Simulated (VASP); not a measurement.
Input of a VASP 6.6.1 run:

File INCAR:

```
PREC = Accurate
ENCUT = 520
EDIFF = 1E-6
ISMEAR = 0
SIGMA = 0.02
LREAL = False
LASPH = True
NELM = 60
ALGO = Normal
ISIF = 2
LWAVE = False
LCHARG = False
GGA = PE
IVDW = 12
NBANDS = 20
```

KPOINTS

```
regular mesh
0
Gamma
  6 6 4
```

The input POSCAR:

```
SnSe2
1.0
    3.8400588335      0.0000000000      0.0000000000
   -1.9200294167      3.3255885018      0.0000000000
    0.0000000000      0.0000000000      6.0097292652
Sn Se
1 2
Direct
    0.0000000000      0.0000000000      0.0000000000
    0.3333333333      0.6666666667      0.2651382426
    0.6666666667      0.3333333333      0.7348617574
```

Potentials or basis: VASP PAW PBE potentials, release 64 (Sn_d, Se).

Run with:

```console
$ cat potpaw_PBE.64/Sn_d/POTCAR potpaw_PBE.64/Se/POTCAR > POTCAR
$ mpirun -np 1 vasp_std > vasp.out
```

Estimate the band gap on the k mesh.

0.63 eV (least direct gap 0.81 eV).

What does it give for the dispersion energy per atom?

-0.364 eV.

Predict the pressure.

0.1 GPa.

Stress tensor (GPa, compression positive):
```
0.14 0.00 0.00
0.00 0.14 0.00
0.00 0.00 0.01
```

Caveat: spin-orbit coupling is left out, which moves the levels of the heavy elements. A k mesh can miss the band edges.
